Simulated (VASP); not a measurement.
# TaBr3F (Pm-3m) in VASP: further runs

The runs below take TaBr3F through single point, relaxation of cell and atoms, with PBE.

Program: VASP 6.6.1. These are calculated values, not measurements. Logs are shortened: lines on timing, memory, paths and dates and some standing lists are left out, and cuts for length are marked.

## (1) The cell of the first run

It takes space group Pm-3m (No. 221, cubic). Conventional cell: a = 4.785 Å, b = 4.785 Å, c = 4.785 Å, α = 90.00°, β = 90.00°, γ = 90.00°. Within 4.4 Å of Ta (site symmetry m-3m) lie 12 Br at 3.38 Å and 8 F at 4.14 Å. Within 3.2 Å of Br (site symmetry 4/mmm) lie 2 F at 2.39 Å. Within 3.2 Å of F (site symmetry m-3m) lie 6 Br at 2.39 Å.

## (2) Single point, PBE

INCAR

```
PREC     = Accurate       # precision mode
ENCUT    = 520            # plane-wave cutoff, eV
EDIFF    = 1E-6           # SCF threshold, eV
ISMEAR   = 0              # smearing method
SIGMA    = 0.1            # smearing width, eV
LREAL    = False          # projectors in reciprocal space
LASPH    = True           # aspherical terms in the spheres
NELM     = 100            # most SCF steps
ALGO     = Normal         # electronic algorithm
ISIF     = 2              # what is computed and relaxed
LWAVE    = False          # write WAVECAR
LCHARG   = True           # write CHGCAR
GGA      = PE             # functional
LELF     = True           # ELF
LVHAR    = True         
NBANDS   = 28             # bands
```

KPOINTS

```
Automatic mesh
0
Gamma
  8 8 8
```

POSCAR

```
TaBr3F
1.0
    4.7850182478      0.0000000000      0.0000000000
    0.0000000000      4.7850182478      0.0000000000
    0.0000000000      0.0000000000      4.7850182478
Ta Br F
1 3 1
Direct
    0.0000000000      0.0000000000      0.0000000000
    0.5000000000      0.0000000000      0.5000000000
    0.0000000000      0.5000000000      0.5000000000
    0.5000000000      0.5000000000      0.0000000000
    0.5000000000      0.5000000000      0.5000000000
```

Potentials or basis: VASP PAW PBE potentials, release 64 (Ta_pv, Br, F).

Launch:

```
cat potpaw_PBE.64/Ta_pv/POTCAR potpaw_PBE.64/Br/POTCAR potpaw_PBE.64/F/POTCAR > POTCAR
mpirun -np 1 vasp_std > vasp.out
```

OUTCAR:

```text
PREC = Accurate
   ENCUT = 520
   EDIFF = 1E-6
   ISMEAR = 0
   LREAL = False
   LASPH = True
   NELM = 100
   ISIF = 2
   GGA = PE

 ion  position               nearest neighbor table
   1  0.000  0.000  0.000-
   2  0.500  0.000  0.500-
   3  0.000  0.500  0.500-
   4  0.500  0.500  0.000-
   5  0.500  0.500  0.500-

  LATTYP: Found a simple cubic cell.
 ALAT       =     4.7850182478

  Lattice vectors:

 A1 = (   4.7850182478,   0.0000000000,   0.0000000000)
 A2 = (   0.0000000000,   4.7850182478,   0.0000000000)
 A3 = (   0.0000000000,   0.0000000000,   4.7850182478)

Analysis of symmetry for initial positions (statically):
=====================================================================
 Subroutine PRICEL returns:
 Original cell was already a primitive cell.

 Routine SETGRP: Setting up the symmetry group for a
 simple cubic supercell.

 Subroutine GETGRP returns: Found 48 space group operations
[... 9 lines left out ...]

 Routine SETGRP: Setting up the symmetry group for a
 simple cubic supercell.

 Subroutine GETGRP returns: Found 48 space group operations
[... 11 lines left out ...]
                                     Primitive cell

  volume of cell :     109.5597

  direct lattice vectors                    reciprocal lattice vectors
     4.785018248  0.000000000  0.000000000     0.208985619  0.000000000  0.000000000
     0.000000000  4.785018248  0.000000000     0.000000000  0.208985619  0.000000000
     0.000000000  0.000000000  4.785018248     0.000000000  0.000000000  0.208985619

  length of vectors
     4.785018248  4.785018248  4.785018248     0.208985619  0.208985619  0.208985619

  position of ions in fractional coordinates (direct lattice)
     0.000000000  0.000000000  0.000000000
     0.500000000  0.000000000  0.500000000
     0.000000000  0.500000000  0.500000000
     0.500000000  0.500000000  0.000000000
     0.500000000  0.500000000  0.500000000

  ion indices of the primitive-cell ions
   primitive index   ion index
                 1           1
                 2           2
                 3           3
                 4           4
                 5           5

[... 59 lines left out ...]
   NGX,Y,Z   is equivalent  to a cutoff of  12.51, 12.51, 12.51 a.u.
   NGXF,Y,Z  is equivalent  to a cutoff of  25.01, 25.01, 25.01 a.u.
 SYSTEM =  unknown system
   PREC   = accura    normal or accurate (medium, high low for compatibility)
   ISTART =      0    job   : 0-new  1-cont  2-samecut
   ICHARG =      2    charge: 1-file 2-atom 10-const
   ISPIN  =      1    spin polarized calculation?
   LNONCOLLINEAR =      F non collinear calculations
   LSORBIT =      F    spin-orbit coupling
   LASPH  =      T    aspherical Exc in radial PAW
   ENCUT  =  520.0 eV  38.22 Ry    6.18 a.u.   8.90  8.90  8.90*2*pi/ulx,y,z
   NELM   =    100;   NELMIN=  2; NELMDL= -5     # of ELM steps
   EDIFF  = 0.1E-05   stopping-criterion for ELM
   LREAL  =      F    real-space projection
   EDIFFG = 0.1E-04   stopping-criterion for IOM
   NSW    =      0    number of steps for IOM
   IBRION =     -1    ionic relax: 0-MD 1-quasi-New 2-CG
   NFREE  =      0    steps in history (QN), initial steepest desc. (CG)
   ISIF   =      2    stress and relaxation
   ISYM   =      2    0-nonsym 1-usesym 2-fastsym
   POTIM  = 0.5000    time-step for ionic-motion
   TEBEG  =    0.0;   TEEND  =   0.0 temperature during run
   PSTRESS=    0.0 pullay stress
   NELECT =      39.0000    total number of electrons
   NUPDOWN=      -1.0000    fix difference up-down
   EMIN   =  10.00;   EMAX   =-10.00  energy-range for DOS
   EFERMI =   0.00;   METHOD = LEGACY
   ISMEAR =     0;   SIGMA  =   0.10  broadening in eV -4-tet -1-fermi 0-gaus
   EFERMI_NEDOS =   21; number of points for ismear=-14 and -15
   IALGO  =     38    algorithm
   IMIX   =      4    mixing-type and parameters
     AMIX     =   0.40;   BMIX     =  1.00
     AMIX_MAG =   1.60;   BMIX_MAG =  1.00
  volume/ion in A,a.u.               =      21.91       147.87
  Fermi-wavevector in a.u.,A,eV,Ry     =   1.160235  2.192527 18.315430  1.346146
  Thomas-Fermi vector in A             =   2.296820
   LORBIT       =      0    0 simple, 1 ext, 2 COOP (PROOUT), +10 PAW based schemes
   GGA     = PE    functional components
   LHFCALC =     F    Hartree Fock is set to
   AEXX    =    0.0000 exact exchange contribution
   IVDW    =     0    specifies the selected vdW correction
   LEPSILON=     F    determine dielectric tensor
   LRPA    =     F    only Hartree local field effects (RPA)
 non-spin polarized calculation
 Gauss-broadening in eV      SIGMA  =   0.10
  energy-cutoff  :      520.00
  volume of cell :      109.56
 maximum number of plane-waves:      3016
 NGX is ok and might be reduce to    36
   NGX = 17   NGY = 17   NGZ = 17

 number of electron      38.9999975 magnetization

 Free energy of the ion-electron system (eV)
  ---------------------------------------------------
  ext. energy  EPLUGINS =         0.00000000
  ---------------------------------------------------
  free energy    TOTEN  =       -13.48967065 eV

  energy without entropy =      -13.42550799  energy(sigma->0) =      -13.45758932

 E-fermi :   3.6728     XC(G=0):  -9.9572

 val. band max:        3.6727161041   @ k =   0.1250   0.1250   0.0000
 cond. band min:       3.6728635545   @ k =   0.1250   0.1250   0.1250
 fundamental gap:      0.0001474504
 Fermi energy:         3.6728183355

 k-point     1 :       0.0000    0.0000    0.0000
  band No.  band energies     occupation
      1     -32.6703      2.00000
      2     -32.6703      2.00000
      3     -32.6703      2.00000
      4     -19.7345      2.00000
      5     -12.0966      2.00000
      6     -11.1724      2.00000
[... 733 lines left out ...]
     27       9.0303      0.00000
     28       9.6398      0.00000

 [... further k-points ...]
[... 5 lines left out ...]
  --------------------------------------------------------------------------------------
  -------------------------------------------------------------------------------------
  Total       -0.0552637     -0.0552637     -0.0552637      0.0000000      0.0000000     -0.0000000
  in kB       -0.8081645     -0.8081645     -0.8081645      0.0000000      0.0000000     -0.0000000
  external PRESSURE =      -0.8081645 kB  Pullay stress =       0.0000000 kB

 VOLUME and BASIS-vectors are now :
 -----------------------------------------------------------------------------
  energy-cutoff  :      520.00
  volume of cell :      109.56
      direct lattice vectors                 reciprocal lattice vectors
     4.785018248  0.000000000  0.000000000     0.208985619  0.000000000  0.000000000
     0.000000000  4.785018248  0.000000000     0.000000000  0.208985619  0.000000000
     0.000000000  0.000000000  4.785018248     0.000000000  0.000000000  0.208985619

 POSITION                                       TOTAL-FORCE (eV/Angst)
 -----------------------------------------------------------------------------------
      0.00000      0.00000      0.00000         0.000000      0.000000      0.000000
      2.39251      0.00000      2.39251         0.000000      0.000000      0.000000
      0.00000      2.39251      2.39251         0.000000      0.000000      0.000000
      2.39251      2.39251      0.00000         0.000000      0.000000      0.000000
      2.39251      2.39251      2.39251         0.000000      0.000000      0.000000
 -----------------------------------------------------------------------------------
    total drift:                                0.000000      0.000000      0.000000

  FREE ENERGIE OF THE ION-ELECTRON SYSTEM (eV)
  ---------------------------------------------------
  free  energy   TOTEN  =       -13.4896706473 eV

  energy  without entropy=      -13.4255079850  energy(sigma->0) =      -13.45758932
```

OSZICAR:

```text
N       E                     dE             d eps       ncg     rms          rms(c)
DAV:   1     0.292027866417E+03    0.29203E+03   -0.18672E+04  1968   0.124E+03
[... 12 lines left out ...]
DAV:  14    -0.134908540649E+02   -0.48999E-03   -0.14259E-02  2176   0.191E-01    0.406E-01
DAV:  15    -0.134897343354E+02    0.11197E-02   -0.35786E-03  2072   0.181E-01    0.897E-02
DAV:  16    -0.134897340101E+02    0.32526E-06   -0.98860E-04  2164   0.738E-02    0.101E-01
DAV:  17    -0.134896721159E+02    0.61894E-04   -0.35873E-04  2068   0.631E-02    0.155E-02
DAV:  18    -0.134896710336E+02    0.10823E-05   -0.13289E-05  1952   0.178E-02    0.101E-02
DAV:  19    -0.134896712122E+02   -0.17860E-06   -0.11017E-05  1128   0.620E-03    0.932E-03
DAV:  20    -0.134896706473E+02    0.56485E-06   -0.18730E-06  1004   0.299E-03
   1 F= -.13489671E+02 E0= -.13457589E+02  d E =-.641627E-01
```

stdout:

```text
POSCAR found type information on POSCAR TaBrF
 POSCAR found :  3 types and       5 ions
 scaLAPACK will be used
 LDA part: xc-table for (Slater+PW92), standard interpolation
 POSCAR, INCAR and KPOINTS ok, starting setup
 FFT: planning ... GRIDC
 FFT: planning ... GRID_SOFT
 FFT: planning ... GRID
 WAVECAR not read
 entering main loop
```

Run time: 60 s. Hardware: 1 thread of Intel Xeon Platinum 8559C (Emerald Rapids), shared host; peak memory 0.26 GiB.

Results:

```
Free energy : -13.4897 eV
Pressure    : -0.1 GPa
```

Caveat: spin-orbit coupling is left out, which moves the levels of the heavy elements; an odd number of electrons without spin polarisation forces a metal; a magnetic or distorted state may lie lower.

## (3) Relaxation of cell and atoms, PBE

This run uses another cell than the first one, of 21.86 Å³/atom, 0.998 times its volume.

INCAR

```
PREC = Accurate ; ENCUT = 600
EDIFF = 1E-6 ; ISMEAR = 0
SIGMA = 0.1 ; LREAL = F
LASPH = T ; NELM = 100
ALGO = Normal ; ISIF = 3
LWAVE = F ; LCHARG = F
GGA = PE ; IBRION = 2
NSW = 100 ; EDIFFG = -0.01
```

KPOINTS is that of step 2.

Changes to POSCAR since step 2:

```diff
@@ -2,5 +2,5 @@
 1.0
-    4.7850182478      0.0000000000      0.0000000000
-    0.0000000000      4.7850182478      0.0000000000
-    0.0000000000      0.0000000000      4.7850182478
+    4.7810815745      0.0000000000      0.0000000000
+    0.0000000000      4.7810815745      0.0000000000
+    0.0000000000      0.0000000000      4.7810815745
 Ta Br F
```

Potentials or basis: VASP PAW PBE potentials, release 64 (Ta_pv, Br, F).

Launch:

```
cat potpaw_PBE.64/Ta_pv/POTCAR potpaw_PBE.64/Br/POTCAR potpaw_PBE.64/F/POTCAR > POTCAR
mpirun -np 1 vasp_std > vasp.out
```

Run time: 74 s. Hardware: 1 thread of Intel Xeon Platinum 8559C (Emerald Rapids), shared host; peak memory 0.31 GiB.

It converged, with:

| Property | Result |
| --- | --- |
| Free energy | -13.4911 eV |
| Pressure after relaxing | 0.0 GPa |

Final structure:
```
Ta Br F
1.0
     4.78108    0.00000    0.00000
     0.00000    4.78108    0.00000
     0.00000    0.00000    4.78108
Ta Br F
1 3 1
Cartesian
  0.0000 0.0000 0.0000
  2.3905 0.0000 2.3905
  0.0000 2.3905 2.3905
  2.3905 2.3905 0.0000
  2.3905 2.3905 2.3905
```

Levels at points of the mesh, in eV from the Fermi level:
```csv
k point,band 17,band 18,band 19,band 20,band 21,band 22,band 23
"(0.00, 0.00, 0.00)",-1.31,-0.64,-0.64,-0.28,-0.28,-0.28,0.44
"(0.50, 0.00, 0.00)",-2.46,-0.20,0.03,0.30,0.30,0.84,1.11
"(0.50, 0.50, 0.00)",-1.78,-1.40,-0.20,0.12,0.21,0.77,1.09
"(0.50, 0.50, 0.50)",-1.44,-1.36,-1.36,-1.28,-0.06,-0.06,-0.06
```

Caveat: the relaxation stopped at its first step, so nothing moved; the bands computed are all filled at some k points, so no gap is given; spin-orbit coupling is left out, which moves the levels of the heavy elements.

## (4) Single point, PBE

This run uses another cell than the first one, of 21.86 Å³/atom, 0.998 times its volume.

INCAR

```
SYSTEM = TaBr3F
ALGO = Normal
EDIFF = 1E-6
ENCUT = 520
GGA = PE
ISIF = 2
ISMEAR = 0
LASPH = .True.
LCHARG = .True.
LELF = .True.
LREAL = .False.
LVHAR = .True.
LWAVE = .False.
NBANDS = 28
NELM = 100
PREC = Accurate
SIGMA = 0.1
```

KPOINTS

```
k-points
0
Gamma
  4 4 4
  0 0 0
```

POSCAR is that of step 3.

Launch:

```
cat potpaw_PBE.64/Ta_pv/POTCAR potpaw_PBE.64/Br/POTCAR potpaw_PBE.64/F/POTCAR > POTCAR
mpirun -np 1 vasp_std > vasp.out
```

Run time: 28 s. Hardware: 1 thread of Intel Xeon Platinum 8559C (Emerald Rapids), shared host; peak memory 0.21 GiB.

The run converged. Its results:

```
Free energy : -13.5948 eV
Pressure    : -0.1 GPa
```

Levels at points of the mesh, in eV from the Fermi level:
| k point | band 15 | band 16 | band 17 | band 18 | band 19 | band 20 | band 21 | band 22 | band 23 | band 24 |
| --- | --- | --- | --- | --- | --- | --- | --- | --- | --- | --- |
| (0.00, 0.00, 0.00) | -2.73 | -2.73 | -1.33 | -0.69 | -0.69 | -0.32 | -0.32 | -0.32 | 0.54 | 0.54 |
| (0.50, 0.00, 0.00) | -3.35 | -3.35 | -2.37 | -0.25 | -0.02 | 0.41 | 0.41 | 0.81 | 1.08 | 1.08 |
| (0.50, 0.50, 0.00) | -3.48 | -3.33 | -1.77 | -1.31 | -0.24 | 0.18 | 0.23 | 0.73 | 1.06 | 1.06 |
| (0.50, 0.50, 0.50) | -1.42 | -1.42 | -1.42 | -1.31 | -1.27 | -1.27 | -0.10 | -0.10 | -0.10 | 0.14 |

Caveat: spin-orbit coupling is left out, which moves the levels of the heavy elements; an odd number of electrons without spin polarisation forces a metal; a magnetic or distorted state may lie lower.

## (5) Relaxation of cell and atoms, PBE

This run uses another cell than the first one, of 29.24 Å³/atom, 1.334 times its volume.

INCAR

```
  PREC = Accurate
  ENCUT = 600
  EDIFF = 1E-7
  ISMEAR = 0
  SIGMA = 0.1
  LREAL = F
  LASPH = T
  NELM = 100
  ALGO = Normal
  ISIF = 3
  LWAVE = F
  LCHARG = F
  GGA = PE
  IBRION = 2
  NSW = 90
  EDIFFG = -0.04
```

KPOINTS

```
Automatic mesh
0
Gamma
  4 4 4
```

Changes to POSCAR since step 4:

```diff
@@ -2,5 +2,5 @@
 1.0
-    4.7810815745      0.0000000000      0.0000000000
-    0.0000000000      4.7810815745      0.0000000000
-    0.0000000000      0.0000000000      4.7810815745
+    5.2679068500      0.0000000000      0.0000000000
+    0.0000000000      5.2679068500      0.0000000000
+    0.0000000000      0.0000000000      5.2679068500
 Ta Br F
```

Launch:

```
cat potpaw_PBE.64/Ta_pv/POTCAR potpaw_PBE.64/Br/POTCAR potpaw_PBE.64/F/POTCAR > POTCAR
mpirun -np 1 vasp_std > vasp.out
```

It took 4 min on 1 thread of Intel Xeon Platinum 8559C (Emerald Rapids), shared host; peak memory 0.29 GiB.

It converged, with:

* Free energy: -13.5900 eV
* Relaxed volume: 21.97 Å³/atom
* Relaxed cell: a = 4.789 Å, b = 4.789 Å, c = 4.789 Å, α = 90.00°, β = 90.00°, γ = 90.00°
* Space group after relaxing (to 0.05 Å): Pm-3m (No. 221)
* Energy gained by relaxing: 226.7 meV/atom
* Ionic steps: 3
* Pressure after relaxing: -0.2 GPa

Step by step:
| step | energy change (eV) | largest force (eV/Å) | pressure (GPa) | volume (Å³) |
| --- | --- | --- | --- | --- |
| 1 | 0.0000 | 0.0000 | -7.35 | 146.19 |
| 2 | -1.0009 | 0.0000 | -3.81 | 119.59 |
| 3 | -1.1335 | 0.0000 | -0.21 | 109.83 |

Final structure:
```
Ta Br F
1.0
     4.78896    0.00000    0.00000
     0.00000    4.78896    0.00000
     0.00000    0.00000    4.78896
Ta Br F
1 3 1
Direct
  0.00000 0.00000 0.00000
  0.50000 0.00000 0.50000
  0.00000 0.50000 0.50000
  0.50000 0.50000 0.00000
  0.50000 0.50000 0.50000
```

Levels at points of the mesh, in eV from the Fermi level:
```
           k point  band 16  band 17  band 18  band 19  band 20  band 21  band 22  band 23
(0.00, 0.00, 0.00)    -2.72    -1.35    -0.70    -0.70    -0.33    -0.33    -0.33     0.53
(0.50, 0.00, 0.00)    -3.34    -2.37    -0.04     0.39     0.39     0.78     1.05     1.05
(0.50, 0.50, 0.00)    -3.32    -1.78    -1.31    -0.26     0.16     0.23     0.71     1.03
(0.50, 0.50, 0.50)    -1.42    -1.42    -1.32    -1.27    -1.27    -0.12    -0.12    -0.12
```

Caveat: the volume moved by over 15 % at a fixed basis, so the end points are rough; the bands computed are all filled at some k points, so no gap is given; spin-orbit coupling is left out, which moves the levels of the heavy elements.

## (6) The runs side by side

| task | cell | k mesh | cutoff (eV) | gap on the mesh (eV) | pressure (GPa) |
| --- | --- | --- | --- | --- | --- |
| single point | a = 4.785 Å, 5 atoms | 8 × 8 × 8 | 520 | none | -0.1 |
| relaxation of cell and atoms | relaxed from a = 4.781 Å, 5 atoms | 8 × 8 × 8 | 600 | - | 0.0 |
| single point | a = 4.781 Å, 5 atoms | 4 × 4 × 4 | 520 | none | -0.1 |
| relaxation of cell and atoms | relaxed from a = 5.268 Å, 5 atoms | 4 × 4 × 4 | 600 | - | -0.2 |

Alike in all rows: level PBE; potentials or basis VASP PAW PBE potentials, release 64 (Ta_pv, Br, F); no spin polarisation; smearing gaussian 0.1 eV.

Caveats: spin-orbit coupling is left out, which moves the levels of the heavy elements; an odd number of electrons without spin polarisation forces a metal (some runs); a magnetic or distorted state may lie lower (some runs); the bands computed are all filled at some k points, so no gap is given (some runs); the relaxation stopped at its first step, so nothing moved (some runs); the volume moved by over 15 % at a fixed basis, so the end points are rough (some runs).

Absolute energies hang on the potentials; compare differences alone.
